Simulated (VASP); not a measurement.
# GaP in VASP: further runs

The runs below take GaP through single point, with PBEsol.

Program: VASP 6.6.1. These are calculated values, not measurements. Logs are shortened: lines on timing, memory, paths and dates and some standing lists are left out, and cuts for length are marked.

### Step 1. The cell of the first run

It takes space group F-43m (No. 216, cubic). The conventional cell has a = 5.557 Å, b = 5.557 Å, c = 5.557 Å, α = 90.00°, β = 90.00°, γ = 90.00°. Ga (site symmetry -43m) has 4 P at 2.41 Å within 3.2 Å. P (site symmetry -43m) has 4 Ga at 2.41 Å within 3.2 Å.

### Step 2. Single point, PBEsol (volume scaled by 1.06)

Input file INCAR:

```
  PREC = Accurate
  ENCUT = 520
  EDIFF = 1E-6
  ISMEAR = -1
  SIGMA = 0.08
  LREAL = F
  LASPH = T
  NELM = 60
  ALGO = Normal
  ISIF = 2
  LWAVE = F
  LCHARG = F
  GGA = PS
  NBANDS = 16
```

Input file KPOINTS:

```
Automatic mesh
0
Gamma
  12 12 12
```

Input file POSCAR:

```
GaP
1.0
    0.0000000000      2.7786998443      2.7786998443
    2.7786998443      0.0000000000      2.7786998443
    2.7786998443      2.7786998443      0.0000000000
Ga P
1 1
Direct
    0.0000000000      0.0000000000      0.0000000000
    0.7500000000      0.7500000000      0.7500000000
```

Potentials or basis: VASP PAW PBE potentials, release 64 (Ga_d, P).

The run is started by

```sh
> cat potpaw_PBE.64/Ga_d/POTCAR potpaw_PBE.64/P/POTCAR > POTCAR
> mpirun -np 1 vasp_std > vasp.out
```

OUTCAR:

```text
PREC = Accurate
   ENCUT = 520
   EDIFF = 1E-6
   ISMEAR = -1
   LREAL = F
   LASPH = T
   NELM = 60
   ISIF = 2
   GGA = PS

 ion  position               nearest neighbor table
   1  0.000  0.000  0.000-   2 2.41   2 2.41   2 2.41   2 2.41
   2  0.750  0.750  0.750-   1 2.41   1 2.41   1 2.41   1 2.41

  LATTYP: Found a face centered cubic cell.
 ALAT       =     5.5573996886

  Lattice vectors:

 A1 = (   0.0000000000,   2.7786998443,   2.7786998443)
 A2 = (   2.7786998443,   0.0000000000,   2.7786998443)
 A3 = (   2.7786998443,   2.7786998443,   0.0000000000)

Analysis of symmetry for initial positions (statically):
[... 5 lines left out ...]
 face centered cubic supercell.

 Subroutine GETGRP returns: Found 24 space group operations
 (whereof 24 operations were pure point group operations)
 out of a pool of 48 trial point group operations.

The static configuration has the point symmetry T_d .

Analysis of symmetry for dynamics (positions and initial velocities):
[... 5 lines left out ...]
 face centered cubic supercell.

 Subroutine GETGRP returns: Found 24 space group operations
 (whereof 24 operations were pure point group operations)
 out of a pool of 48 trial point group operations.

The dynamic configuration has the point symmetry T_d .

 Subroutine INISYM returns: Found 24 space group operations
 (whereof 24 operations are pure point group operations),
 and found     1 'primitive' translations

----------------------------------------------------------------------------------------

                                     Primitive cell

  volume of cell :      42.9096

  direct lattice vectors                    reciprocal lattice vectors
     0.000000000  2.778699844  2.778699844    -0.179940270  0.179940270  0.179940270
     2.778699844  0.000000000  2.778699844     0.179940270 -0.179940270  0.179940270
     2.778699844  2.778699844  0.000000000     0.179940270  0.179940270 -0.179940270

  length of vectors
     3.929675006  3.929675006  3.929675006     0.311665690  0.311665690  0.311665690

  position of ions in fractional coordinates (direct lattice)
     0.000000000  0.000000000  0.000000000
     0.750000000  0.750000000  0.750000000

  ion indices of the primitive-cell ions
   primitive index   ion index
                 1           1
                 2           2

----------------------------------------------------------------------------------------

 KPOINTS: Automatic mesh

Automatic generation of k-mesh.
 Grid dimensions read from file:
 generate k-points for:   12   12   12

 Generating k-lattice:

  Cartesian coordinates                     Fractional coordinates (reciprocal lattice)
    -0.014995022  0.014995022  0.014995022     0.083333333  0.000000000  0.000000000
     0.014995022 -0.014995022  0.014995022     0.000000000  0.083333333  0.000000000
     0.014995022  0.014995022 -0.014995022     0.000000000  0.000000000  0.083333333

  Length of vectors
     0.025972141  0.025972141  0.025972141

  Shift w.r.t. Gamma in fractional coordinates (k-lattice)
     0.000000000  0.000000000  0.000000000

 Subroutine IBZKPT returns following result:
 ===========================================

 Found     72 irreducible k-points:

 Following reciprocal coordinates:
            Coordinates               Weight
  0.000000  0.000000  0.000000      1.000000
  0.083333  0.000000  0.000000      8.000000
  0.166667  0.000000  0.000000      8.000000
  0.250000  0.000000  0.000000      8.000000
  0.333333  0.000000  0.000000      8.000000
  0.416667  0.000000  0.000000      8.000000
[... 16 lines left out ...]
  0.500000  0.166667  0.000000     24.000000
 -0.416667  0.166667  0.000000     24.000000
 [... further k-points ...]
   k-points           NKPTS =     72   k-points in BZ     NKDIM =     72   number of bands    NBANDS=     16
   number of dos      NEDOS =    301   number of ions     NIONS =      2
   total plane-waves  NPLWV =  27000
   dimension x,y,z NGX =    30 NGY =   30 NGZ =   30
   dimension x,y,z NGXF=    60 NGYF=   60 NGZF=   60
   ions per type =               1   1
   NGX,Y,Z   is equivalent  to a cutoff of  12.69, 12.69, 12.69 a.u.
   NGXF,Y,Z  is equivalent  to a cutoff of  25.38, 25.38, 25.38 a.u.
 SYSTEM =  unknown system
   PREC   = accura    normal or accurate (medium, high low for compatibility)
   ISTART =      0    job   : 0-new  1-cont  2-samecut
   ICHARG =      2    charge: 1-file 2-atom 10-const
   ISPIN  =      1    spin polarized calculation?
   LNONCOLLINEAR =      F non collinear calculations
   LSORBIT =      F    spin-orbit coupling
   LASPH  =      T    aspherical Exc in radial PAW
   ENCUT  =  520.0 eV  38.22 Ry    6.18 a.u.   7.31  7.31  7.31*2*pi/ulx,y,z
   NELM   =     60;   NELMIN=  2; NELMDL= -5     # of ELM steps
   EDIFF  = 0.1E-05   stopping-criterion for ELM
   LREAL  =      F    real-space projection
   EDIFFG = 0.1E-04   stopping-criterion for IOM
   NSW    =      0    number of steps for IOM
   IBRION =     -1    ionic relax: 0-MD 1-quasi-New 2-CG
   NFREE  =      0    steps in history (QN), initial steepest desc. (CG)
   ISIF   =      2    stress and relaxation
   ISYM   =      2    0-nonsym 1-usesym 2-fastsym
   POTIM  = 0.5000    time-step for ionic-motion
   TEBEG  =    0.0;   TEEND  =   0.0 temperature during run
   PSTRESS=    0.0 pullay stress
   NELECT =      18.0000    total number of electrons
   NUPDOWN=      -1.0000    fix difference up-down
   EMIN   =  10.00;   EMAX   =-10.00  energy-range for DOS
   EFERMI =   0.00;   METHOD = LEGACY
   ISMEAR =    -1;   SIGMA  =   0.08  broadening in eV -4-tet -1-fermi 0-gaus
   EFERMI_NEDOS =   21; number of points for ismear=-14 and -15
   IALGO  =     38    algorithm
   IMIX   =      4    mixing-type and parameters
     AMIX     =   0.40;   BMIX     =  1.00
     AMIX_MAG =   1.60;   BMIX_MAG =  1.00
  volume/ion in A,a.u.               =      21.45       144.78
  Fermi-wavevector in a.u.,A,eV,Ry     =   1.225502  2.315863 20.433980  1.501855
  Thomas-Fermi vector in A             =   2.360538
   LORBIT       =      0    0 simple, 1 ext, 2 COOP (PROOUT), +10 PAW based schemes
   GGA     = PS    functional components
   LHFCALC =     F    Hartree Fock is set to
   AEXX    =    0.0000 exact exchange contribution
   IVDW    =     0    specifies the selected vdW correction
   LEPSILON=     F    determine dielectric tensor
   LRPA    =     F    only Hartree local field effects (RPA)
 non-spin polarized calculation
  energy-cutoff  :      520.00
  volume of cell :       42.91
 maximum number of plane-waves:      1185
 NGX is ok and might be reduce to    30
   NGX = 15   NGY = 15   NGZ = 15

 number of electron      18.0000013 magnetization

 Free energy of the ion-electron system (eV)
  ---------------------------------------------------
  ext. energy  EPLUGINS =         0.00000000
  ---------------------------------------------------
  free energy    TOTEN  =        -9.88076364 eV

  energy without entropy =       -9.88075971  energy(sigma->0) =       -9.88076168

 E-fermi :   4.6850     XC(G=0):  -9.7606

 val. band max:        3.9901014459   @ k =   0.0000   0.0000   0.0000
 cond. band min:       5.2697907547   @ k =   0.0000   0.0000   0.0000
 fundamental gap:      1.2796893088
 Fermi energy:         4.6850171966

 k-point     1 :       0.0000    0.0000    0.0000
  band No.  band energies     occupation
      1     -10.4591      2.00000
      2     -10.4591      2.00000
      3     -10.4591      2.00000
      4     -10.3750      2.00000
      5     -10.3750      2.00000
      6      -8.1081      2.00000
[... 8 lines left out ...]
     15      13.6761      0.00000
     16      13.6761      0.00000

 k-point     2 :       0.0833    0.0000    0.0000
  band No.  band energies     occupation
      1     -10.4639      2.00000
      2     -10.4573      2.00000
      3     -10.4573      2.00000
      4     -10.3750      2.00000
      5     -10.3750      2.00000
      6      -8.0238      2.00000
[... 8 lines left out ...]
     15      13.3145      0.00000
     16      13.3145      0.00000

 k-point     3 :       0.1667    0.0000    0.0000
  band No.  band energies     occupation
      1     -10.4766      2.00000
      2     -10.4526      2.00000
      3     -10.4526      2.00000
      4     -10.3748      2.00000
      5     -10.3748      2.00000
      6      -7.7764      2.00000
[... 8 lines left out ...]
     15      12.8561      0.00000
     16      13.5829      0.00000

 k-point     4 :       0.2500    0.0000    0.0000
  band No.  band energies     occupation
      1     -10.4931      2.00000
      2     -10.4468      2.00000
      3     -10.4468      2.00000
      4     -10.3739      2.00000
      5     -10.3739      2.00000
      6      -7.3856      2.00000
[... 8 lines left out ...]
     15      12.8544      0.00000
     16      13.5419      0.00000

 k-point     5 :       0.3333    0.0000    0.0000
  band No.  band energies     occupation
      1     -10.5088      2.00000
      2     -10.4420      2.00000
      3     -10.4420      2.00000
      4     -10.3720      2.00000
      5     -10.3720      2.00000
      6      -6.8973      2.00000
[... 8 lines left out ...]
     15      13.4768      0.00000
     16      13.4768      0.00000

 k-point     6 :       0.4167    0.0000    0.0000
  band No.  band energies     occupation
      1     -10.5198      2.00000
      2     -10.4392      2.00000
      3     -10.4392      2.00000
      4     -10.3699      2.00000
      5     -10.3699      2.00000
      6      -6.4236      2.00000
[... 8 lines left out ...]
     15      14.5677      0.00000
     16      14.5677      0.00000
[... 267 lines left out ...]
 k-point    21 :       0.3333    0.1667    0.0000
  band No.  band energies     occupation
      1     -10.5128      2.00000
      2     -10.4367      2.00000
      3     -10.4340      2.00000
      4     -10.3838      2.00000
      5     -10.3668      2.00000
      6      -6.9559      2.00000
[... 8 lines left out ...]
     15      14.5642      0.00000
     16      15.2259      0.00000

 k-point    22 :       0.4167    0.1667    0.0000
  band No.  band energies     occupation
      1     -10.5222      2.00000
      2     -10.4347      2.00000
      3     -10.4304      2.00000
      4     -10.3818      2.00000
      5     -10.3660      2.00000
      6      -6.4708      2.00000
[... 8 lines left out ...]
     15      15.1471      0.00000
     16      15.3555      0.00000

 k-point    23 :       0.5000    0.1667    0.0000
  band No.  band energies     occupation
      1     -10.5272      2.00000
      2     -10.4342      2.00000
      3     -10.4291      2.00000
      4     -10.3782      2.00000
      5     -10.3670      2.00000
      6      -6.0675      2.00000
[... 8 lines left out ...]
     15      15.4742      0.00000
     16      15.7983      0.00000

 k-point    24 :      -0.4167    0.1667    0.0000
  band No.  band energies     occupation
      1     -10.5267      2.00000
      2     -10.4346      2.00000
      3     -10.4300      2.00000
      4     -10.3746      2.00000
      5     -10.3701      2.00000
      6      -5.9994      2.00000
[... 8 lines left out ...]
     15      14.1477      0.00000
     16      15.5832      0.00000

 [... further k-points ...]
[... 5 lines left out ...]
  --------------------------------------------------------------------------------------
  -------------------------------------------------------------------------------------
  Total       -1.2908733     -1.2908733     -1.2908733      0.0000000      0.0000000     -0.0000000
  in kB      -48.1991390    -48.1991390    -48.1991390      0.0000000      0.0000000     -0.0000000
  external PRESSURE =     -48.1991390 kB  Pullay stress =       0.0000000 kB

 VOLUME and BASIS-vectors are now :
 -----------------------------------------------------------------------------
  energy-cutoff  :      520.00
  volume of cell :       42.91
      direct lattice vectors                 reciprocal lattice vectors
     0.000000000  2.778699844  2.778699844    -0.179940270  0.179940270  0.179940270
     2.778699844  0.000000000  2.778699844     0.179940270 -0.179940270  0.179940270
     2.778699844  2.778699844  0.000000000     0.179940270  0.179940270 -0.179940270

 POSITION                                       TOTAL-FORCE (eV/Angst)
 -----------------------------------------------------------------------------------
      0.00000      0.00000      0.00000        -0.000000     -0.000000     -0.000000
      4.16805      4.16805      4.16805         0.000000      0.000000      0.000000
 -----------------------------------------------------------------------------------
    total drift:                               -0.000000     -0.000000     -0.000000

  FREE ENERGIE OF THE ION-ELECTRON SYSTEM (eV)
  ---------------------------------------------------
  free  energy   TOTEN  =        -9.8807636402 eV

  energy  without entropy=       -9.8807597105  energy(sigma->0) =       -9.88076168
```

It took 24 s on 1 thread of AMD EPYC 9R45 (Zen 5), shared host; peak memory 0.17 GiB.

Results:

```yaml
Free_energy: -9.8808 eV
Pressure: -4.8 GPa
Band_gap_on_the_k_mesh: 1.28 eV, direct
```

Levels at points of the mesh, in eV from the valence-band top:
| k point | band 5 | band 6 | band 7 | band 8 | band 9 | band 10 | band 11 | band 12 | band 13 | band 14 |
| --- | --- | --- | --- | --- | --- | --- | --- | --- | --- | --- |
| (0.00, 0.00, 0.00) | -14.37 | -12.10 | 0.00 | 0.00 | 0.00 | 1.28 | 3.84 | 3.84 | 3.84 | 8.32 |
| (0.50, 0.00, 0.00) | -14.36 | -10.19 | -6.37 | -1.05 | -1.05 | 1.41 | 4.66 | 4.66 | 7.97 | 10.33 |
| (0.50, 0.50, 0.00) | -14.35 | -9.36 | -6.54 | -2.52 | -2.52 | 1.63 | 1.76 | 10.11 | 10.11 | 10.56 |

Caveat: the PAW data sets were made with another functional, which shifts forces and pressure a little. A k mesh can miss the band edges.

(Continued in part 2 of 2.)
